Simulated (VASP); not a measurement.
PtS2:

```
CELL_PARAMETERS angstrom
3.54874 0.00000 0.00000
-1.77437 3.07330 0.00000
0.00000 0.00000 5.59707
ATOMIC_POSITIONS crystal
Pt 0.00000 0.00000 0.00000
S 0.66667 0.33333 0.77966
S 0.33333 0.66667 0.22034
```

| Quantity | Value |
| --- | --- |
| Program | VASP 6.6.1 |
| Task | relaxation of cell and atoms |
| Functional | PBE |
| Potentials or basis | VASP PAW PBE potentials, release 64 (Pt, S) |
| Cutoff | 600 eV |
| k mesh | 9 × 9 × 6 |
| Occupations | gaussian, width 0.02 eV |
| Spin | no spin polarisation |

At the start: pressure 1.9 GPa; volume 20.35 Å³/atom.

How do energy, volume and symmetry change on relaxing?

Over 22 steps the energy falls by 6.9 meV/atom and the volume is 23.27 Å³/atom (+14.4 %); space group P-3m1 (No. 164, to 0.05 Å).

The path:
```csv
step,energy change (eV),largest force (eV/Å),pressure (GPa),volume (Å³)
1,0.0000,0.0358,1.91,61.04
2,0.0056,0.4042,-2.52,63.21
3,-0.0057,0.1533,-0.01,61.93
4,-0.0074,0.1013,0.03,62.08
5,-0.0084,0.0247,0.08,62.32
6,-0.0092,0.0201,0.12,62.49
7,-0.0113,0.0046,0.22,63.00
8,-0.0147,0.0315,0.47,64.02
9,-0.0172,0.1219,1.10,66.04
10,-0.0175,0.1147,1.04,66.13
11,-0.0182,0.0938,0.88,66.39
12,-0.0194,0.0529,0.55,66.93
13,-0.0204,0.0265,-0.05,68.01
14,-0.0204,0.0351,-0.11,68.13
15,-0.0204,0.0380,-0.14,68.17
16,-0.0204,0.0374,-0.14,68.24
17,-0.0205,0.0354,-0.13,68.44
18,-0.0206,0.0308,-0.11,68.83
19,-0.0208,0.0192,-0.07,69.63
20,-0.0208,0.0179,-0.06,69.74
21,-0.0208,0.0149,-0.04,69.95
22,-0.0208,0.0011,0.04,69.82
```

Final structure:
```
CELL_PARAMETERS angstrom
3.57189 0.00000 0.00000
-1.78595 3.09335 0.00000
0.00000 0.00000 6.31877
ATOMIC_POSITIONS crystal
Pt 0.00000 0.00000 0.00000
S 0.66667 0.33333 0.80584
S 0.33333 0.66667 0.19416
```

Caveat: this functional lacks dispersion, which binds the layers, so the pressure and a relaxed spacing across them are unreliable.
